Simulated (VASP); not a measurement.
# Te2Mo (P6_3/mmc) in VASP: relaxation of the atoms with PBEsol

Aim: the relaxation of the atoms of Te2Mo with PBEsol.

Everything below comes from runs of VASP 6.6.1. Logs are shortened: lines on timing, memory, paths and dates and some standing lists are left out, and cuts for length are marked.

### 1 The cell of the first run

It takes space group P6_3/mmc (No. 194, hexagonal). Conventional cell: a = 3.459 Å, b = 3.459 Å, c = 13.868 Å, α = 90.00°, β = 90.00°, γ = 120.00°. Te (site symmetry 3m) has 3 Mo at 2.68 Å and 7 Te at 3.46 to 3.57 Å within 3.6 Å. Mo (site symmetry -6m2) has 6 Te at 2.68 Å and 6 Mo at 3.46 Å within 3.5 Å.

### 2 Relaxation of the atoms, PBEsol (23.95 Å³/atom)

INCAR

```
PREC = Accurate
ENCUT = 520
EDIFF = 1E-7
ISMEAR = 0
SIGMA = 0.01
LREAL = F
LASPH = T
NELM = 100
ALGO = Normal
ISIF = 2
LWAVE = F
LCHARG = F
GGA = PS
IBRION = 2
NSW = 100
EDIFFG = -0.002
```

KPOINTS

```
Automatic mesh
0
Gamma
  6 6 2
```

POSCAR

```
Te2Mo
1.0
    3.4588984316      0.0000000000      0.0000000000
   -1.7294492158      2.9954939109      0.0000000000
    0.0000000000      0.0000000000     13.8679108605
Te Mo
4 2
Direct
    0.3333333333      0.6666666667      0.6211464091
    0.6666666667      0.3333333333      0.1211464091
    0.3333333333      0.6666666667      0.8788535909
    0.6666666667      0.3333333333      0.3788535909
    0.3333333333      0.6666666667      0.2500000000
    0.6666666667      0.3333333333      0.7500000000
```

Potentials or basis: VASP PAW PBE potentials, release 64 (Te, Mo_sv).

On the command line:

```console
$ cat potpaw_PBE.64/Te/POTCAR potpaw_PBE.64/Mo_sv/POTCAR > POTCAR
$ mpirun -np 1 vasp_std > vasp.out
```

OUTCAR:

```text
PREC = Accurate
   ENCUT = 520
   EDIFF = 1E-7
   ISMEAR = 0
   LREAL = F
   LASPH = T
   NELM = 100
   ISIF = 2
   GGA = PS
   IBRION = 2
   NSW = 100
   EDIFFG = -0.002

 ion  position               nearest neighbor table
   1  0.333  0.667  0.621-   6 2.68   6 2.68   6 2.68   3 3.57
   2  0.667  0.333  0.121-   5 2.68   5 2.68   5 2.68   4 3.57
   3  0.333  0.667  0.879-   6 2.68   6 2.68   6 2.68   1 3.57
   4  0.667  0.333  0.379-   5 2.68   5 2.68   5 2.68   2 3.57
   5  0.333  0.667  0.250-   2 2.68   4 2.68   2 2.68   4 2.68   2 2.68   4 2.68
   6  0.667  0.333  0.750-   1 2.68   3 2.68   1 2.68   3 2.68   1 2.68   3 2.68

  LATTYP: Found a hexagonal cell.
 ALAT       =     3.4588984316
 C/A-ratio  =     4.0093431868

  Lattice vectors:

 A1 = (   3.4588984316,   0.0000000000,   0.0000000000)
 A2 = (  -1.7294492158,   2.9954939109,   0.0000000000)
 A3 = (   0.0000000000,   0.0000000000,  13.8679108605)

Analysis of symmetry for initial positions (statically):
=====================================================================
 Subroutine PRICEL returns:
 Original cell was already a primitive cell.

 Routine SETGRP: Setting up the symmetry group for a
 hexagonal supercell.

 Subroutine GETGRP returns: Found 24 space group operations
 (whereof 12 operations were pure point group operations)
 out of a pool of 24 trial point group operations.

The static configuration has the point symmetry D_3d.
 The point group associated with its full space group is D_6h.

Analysis of symmetry for dynamics (positions and initial velocities):
=====================================================================
 Subroutine PRICEL returns:
 Original cell was already a primitive cell.

 Routine SETGRP: Setting up the symmetry group for a
 hexagonal supercell.

 Subroutine GETGRP returns: Found 24 space group operations
 (whereof 12 operations were pure point group operations)
 out of a pool of 24 trial point group operations.

The dynamic configuration has the point symmetry D_3d.
 The point group associated with its full space group is D_6h.

 Subroutine INISYM returns: Found 24 space group operations
 (whereof 12 operations are pure point group operations),
 and found     1 'primitive' translations

----------------------------------------------------------------------------------------

                                     Primitive cell

  volume of cell :     143.6869

  direct lattice vectors                    reciprocal lattice vectors
     3.458898432  0.000000000  0.000000000     0.289109385  0.166917382  0.000000000
    -1.729449216  2.995493911  0.000000000     0.000000000  0.333834763  0.000000000
     0.000000000  0.000000000 13.867910861     0.000000000  0.000000000  0.072108915

  length of vectors
     3.458898432  3.458898432 13.867910861     0.333834763  0.333834763  0.072108915

  position of ions in fractional coordinates (direct lattice)
     0.333333333  0.666666667  0.621146409
     0.666666667  0.333333333  0.121146409
     0.333333333  0.666666667  0.878853591
     0.666666667  0.333333333  0.378853591
     0.333333333  0.666666667  0.250000000
     0.666666667  0.333333333  0.750000000

  ion indices of the primitive-cell ions
   primitive index   ion index
                 1           1
                 2           2
                 3           3
                 4           4
                 5           5
                 6           6

----------------------------------------------------------------------------------------

 KPOINTS: Automatic mesh

Automatic generation of k-mesh.
 Grid dimensions read from file:
 generate k-points for:    6    6    2

 Generating k-lattice:

  Cartesian coordinates                     Fractional coordinates (reciprocal lattice)
     0.048184898  0.027819564  0.000000000     0.166666667  0.000000000  0.000000000
     0.000000000  0.055639127  0.000000000     0.000000000  0.166666667  0.000000000
     0.000000000  0.000000000  0.036054457     0.000000000  0.000000000  0.500000000

  Length of vectors
     0.055639127  0.055639127  0.036054457

  Shift w.r.t. Gamma in fractional coordinates (k-lattice)
     0.000000000  0.000000000  0.000000000

 Subroutine IBZKPT returns following result:
 ===========================================

 Found     14 irreducible k-points:

 Following reciprocal coordinates:
            Coordinates               Weight
  0.000000  0.000000  0.000000      1.000000
  0.166667  0.000000  0.000000      6.000000
  0.333333  0.000000  0.000000      6.000000
  0.500000  0.000000  0.000000      3.000000
  0.166667  0.166667  0.000000      6.000000
  0.333333  0.166667  0.000000     12.000000
  0.333333  0.333333  0.000000      2.000000
  0.000000  0.000000  0.500000      1.000000
  0.166667  0.000000  0.500000      6.000000
  0.333333  0.000000  0.500000      6.000000
  0.500000  0.000000  0.500000      3.000000
  0.166667  0.166667  0.500000      6.000000
  0.333333  0.166667  0.500000     12.000000
  0.333333  0.333333  0.500000      2.000000
   k-points           NKPTS =     14   k-points in BZ     NKDIM =     14   number of bands    NBANDS=     31
   number of dos      NEDOS =    301   number of ions     NIONS =      6
   total plane-waves  NPLWV =  84672
   dimension x,y,z NGX =    28 NGY =   28 NGZ =  108
   dimension x,y,z NGXF=    56 NGYF=   56 NGZF=  216
   ions per type =               4   2
   NGX,Y,Z   is equivalent  to a cutoff of  13.46, 13.46, 12.95 a.u.
   NGXF,Y,Z  is equivalent  to a cutoff of  26.92, 26.92, 25.89 a.u.
 SYSTEM =  unknown system
   PREC   = accura    normal or accurate (medium, high low for compatibility)
   ISTART =      0    job   : 0-new  1-cont  2-samecut
   ICHARG =      2    charge: 1-file 2-atom 10-const
   ISPIN  =      1    spin polarized calculation?
   LNONCOLLINEAR =      F non collinear calculations
   LSORBIT =      F    spin-orbit coupling
   LASPH  =      T    aspherical Exc in radial PAW
   ENCUT  =  520.0 eV  38.22 Ry    6.18 a.u.   6.43  6.43 25.79*2*pi/ulx,y,z
   NELM   =    100;   NELMIN=  2; NELMDL= -5     # of ELM steps
   EDIFF  = 0.1E-06   stopping-criterion for ELM
   LREAL  =      F    real-space projection
   EDIFFG = -.2E-02   stopping-criterion for IOM
   NSW    =    100    number of steps for IOM
   IBRION =      2    ionic relax: 0-MD 1-quasi-New 2-CG
   NFREE  =      1    steps in history (QN), initial steepest desc. (CG)
   ISIF   =      2    stress and relaxation
   ISYM   =      2    0-nonsym 1-usesym 2-fastsym
   POTIM  = 0.5000    time-step for ionic-motion
   TEBEG  =    0.0;   TEEND  =   0.0 temperature during run
   PSTRESS=    0.0 pullay stress
   NELECT =      52.0000    total number of electrons
   NUPDOWN=      -1.0000    fix difference up-down
   EMIN   =  10.00;   EMAX   =-10.00  energy-range for DOS
   EFERMI =   0.00;   METHOD = LEGACY
   ISMEAR =     0;   SIGMA  =   0.01  broadening in eV -4-tet -1-fermi 0-gaus
   EFERMI_NEDOS =   21; number of points for ismear=-14 and -15
   IALGO  =     38    algorithm
   IMIX   =      4    mixing-type and parameters
     AMIX     =   0.40;   BMIX     =  1.00
     AMIX_MAG =   1.60;   BMIX_MAG =  1.00
  volume/ion in A,a.u.               =      23.95       161.61
  Fermi-wavevector in a.u.,A,eV,Ry     =   1.166640  2.204630 18.518193  1.361049
  Thomas-Fermi vector in A             =   2.303151
   LORBIT       =      0    0 simple, 1 ext, 2 COOP (PROOUT), +10 PAW based schemes
   GGA     = PS    functional components
   LHFCALC =     F    Hartree Fock is set to
   AEXX    =    0.0000 exact exchange contribution
   IVDW    =     0    specifies the selected vdW correction
   LEPSILON=     F    determine dielectric tensor
   LRPA    =     F    only Hartree local field effects (RPA)
 conjugate gradient relaxation of ions
 non-spin polarized calculation
 Gauss-broadening in eV      SIGMA  =   0.01
  energy-cutoff  :      520.00
  volume of cell :      143.69
 maximum number of plane-waves:      3893
 NGX is ok and might be reduce to    28
   NGX = 13   NGY = 13   NGZ = 51

--------------------------------------- Ionic step        1  -------------------------------------------

 number of electron      51.9999996 magnetization

 Free energy of the ion-electron system (eV)
  ---------------------------------------------------
  ext. energy  EPLUGINS =         0.00000000
  ---------------------------------------------------
  free energy    TOTEN  =       -39.34387615 eV

  energy without entropy =      -39.34387615  energy(sigma->0) =      -39.34387615

------------------------ aborting loop because EDIFF is reached ----------------------------------------

  FORCE on cell =-STRESS in cart. coord.  units (eV):
  Direction    XX          YY          ZZ          XY          YZ          ZX
  --------------------------------------------------------------------------------------
  -------------------------------------------------------------------------------------
  Total        2.9254811      2.9254811      3.7393094      0.0000000      0.0000000      0.0000000
  in kB       32.6204980     32.6204980     41.6950680      0.0000000      0.0000000      0.0000000
  external PRESSURE =      35.6453547 kB  Pullay stress =       0.0000000 kB

 VOLUME and BASIS-vectors are now :
 -----------------------------------------------------------------------------
  energy-cutoff  :      520.00
  volume of cell :      143.69
      direct lattice vectors                 reciprocal lattice vectors
     3.458898432  0.000000000  0.000000000     0.289109385  0.166917382  0.000000000
    -1.729449216  2.995493911  0.000000000     0.000000000  0.333834763  0.000000000
     0.000000000  0.000000000 13.867910861     0.000000000  0.000000000  0.072108915

 POSITION                                       TOTAL-FORCE (eV/Angst)
 -----------------------------------------------------------------------------------
     -0.00000      1.99700      8.61400        -0.000000     -0.000000     -0.486667
      1.72945      0.99850      1.68005         0.000000     -0.000000     -0.486667
     -0.00000      1.99700     12.18786        -0.000000      0.000000      0.486667
      1.72945      0.99850      5.25391         0.000000     -0.000000      0.486667
     -0.00000      1.99700      3.46698        -0.000000     -0.000000     -0.000000
      1.72945      0.99850     10.40093         0.000000      0.000000     -0.000000
 -----------------------------------------------------------------------------------
    total drift:                               -0.000000      0.000000     -0.000000
[... 30 lines left out ...]
 POSITION                                       TOTAL-FORCE (eV/Angst)
 -----------------------------------------------------------------------------------
     -0.00000      1.99700      8.59052        -0.000000     -0.000000     -0.125657
      1.72945      0.99850      1.65657        -0.000000      0.000000     -0.125657
     -0.00000      1.99700     12.21134         0.000000     -0.000000      0.125657
      1.72945      0.99850      5.27739        -0.000000      0.000000      0.125657
     -0.00000      1.99700      3.46698         0.000000     -0.000000      0.000000
      1.72945      0.99850     10.40093         0.000000      0.000000      0.000000
 -----------------------------------------------------------------------------------
    total drift:                               -0.000000      0.000000     -0.000000

  FREE ENERGIE OF THE ION-ELECTRON SYSTEM (eV)
  ---------------------------------------------------
  free  energy   TOTEN  =       -39.3724251178 eV

  energy  without entropy=      -39.3724251178  energy(sigma->0) =      -39.37242512

--------------------------------------- Ionic step        3  -------------------------------------------

 number of electron      51.9999996 magnetization

 Free energy of the ion-electron system (eV)
  ---------------------------------------------------
  ext. energy  EPLUGINS =         0.00000000
  ---------------------------------------------------
  free energy    TOTEN  =       -39.37454100 eV

  energy without entropy =      -39.37454100  energy(sigma->0) =      -39.37454100

 E-fermi :   8.5584     XC(G=0): -10.8032

 val. band max:        8.5131860084   @ k =   0.3333   0.3333   0.0000
 cond. band min:       9.3116384885   @ k =   0.1667   0.1667   0.0000
 fundamental gap:      0.7984524800
 Fermi energy:         8.5583665634

 k-point     1 :       0.0000    0.0000    0.0000
  band No.  band energies     occupation
      1     -52.1215      2.00000
      2     -52.1215      2.00000
      3     -26.3563      2.00000
      4     -26.3563      2.00000
      5     -26.1715      2.00000
      6     -26.1715      2.00000
[... 23 lines left out ...]
     30      11.8084      0.00000
     31      11.8700      0.00000
[... 453 lines left out ...]
 VOLUME and BASIS-vectors are now :
 -----------------------------------------------------------------------------
  energy-cutoff  :      520.00
  volume of cell :      143.69
      direct lattice vectors                 reciprocal lattice vectors
     3.458898432  0.000000000  0.000000000     0.289109385  0.166917382  0.000000000
    -1.729449216  2.995493911  0.000000000     0.000000000  0.333834763  0.000000000
     0.000000000  0.000000000 13.867910861     0.000000000  0.000000000  0.072108915

 POSITION                                       TOTAL-FORCE (eV/Angst)
 -----------------------------------------------------------------------------------
     -0.00000      1.99700      8.58193        -0.000000      0.000000      0.001387
      1.72945      0.99850      1.64797        -0.000000      0.000000      0.001387
     -0.00000      1.99700     12.21994        -0.000000      0.000000     -0.001387
      1.72945      0.99850      5.28598        -0.000000      0.000000     -0.001387
     -0.00000      1.99700      3.46698         0.000000      0.000000     -0.000000
      1.72945      0.99850     10.40093        -0.000000     -0.000000     -0.000000
 -----------------------------------------------------------------------------------
    total drift:                               -0.000000      0.000000     -0.000000

  FREE ENERGIE OF THE ION-ELECTRON SYSTEM (eV)
  ---------------------------------------------------
  free  energy   TOTEN  =       -39.3745410012 eV

  energy  without entropy=      -39.3745410012  energy(sigma->0) =      -39.37454100

 reached required accuracy - stopping structural energy minimisation
```

Wall time 6.9 min (1 thread of Intel Xeon 8259CL, shared host); peak memory 0.27 GiB.

Results:

```yaml
Free_energy: -39.3745 eV
Energy_gained_by_relaxing: 5.1 meV/atom
Ionic_steps: 3
Pressure_after_relaxing: 1.5 GPa
Band_gap_on_the_k_mesh: 0.80 eV (least direct gap 1.04 eV)
```

The path:
```csv
step,energy change (eV),largest force (eV/Å),pressure (GPa)
1,0.0000,0.4867,3.56
2,-0.0285,0.1257,2.01
3,-0.0307,0.0014,1.46
```

Final structure:
```
Te Mo
1.0
     3.45890    0.00000    0.00000
    -1.72945    2.99549    0.00000
     0.00000    0.00000   13.86791
Te Mo
4 2
Cartesian
  0.0000 1.9970 8.5819
  1.7294 0.9985 1.6480
  0.0000 1.9970 12.2199
  1.7294 0.9985 5.2860
  0.0000 1.9970 3.4670
  1.7294 0.9985 10.4009
```

Caveat: the PAW data sets were made with another functional, which shifts forces and pressure a little; spin-orbit coupling is left out, which moves the levels of the heavy elements; this functional lacks dispersion, which binds layers or chains, so the pressure and a relaxed spacing across them are unreliable.
